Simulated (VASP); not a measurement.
Crystal: InP.

```xyz
2
Lattice="0.0000 2.9305 2.9305 2.9305 0.0000 2.9305 2.9305 2.9305 0.0000" Properties=species:S:1:pos:R:3 pbc="T T T"
In    0.0000    0.0000    0.0000
P     4.3957    4.3957    4.3957
```

Base run:

- Program: VASP 6.6.1
- Functional: LDA
- Potentials or basis: VASP PAW LDA potentials, release 64 (In_d, P)
- Cutoff: 520 eV
- k mesh: 12 × 12 × 12
- Occupations: fermi-dirac, width 0.05 eV
- Spin: no spin polarisation

Its results: band gap on the k mesh 0.51 eV, direct; pressure -1.2 GPa.

The run is repeated on the same cell with these changes: functional from LDA to PBEsol; potentials or basis from VASP PAW LDA potentials, release 64 (In_d, P) to VASP PAW PBE potentials, release 64 (In_d, P). What comes out?

Band gap on the k mesh 0.62 eV, direct; pressure 0.6 GPa.

Caveats: spin-orbit coupling is left out, which moves the levels of the heavy elements; the PAW data sets were made with another functional, which shifts forces and pressure a little (some runs).

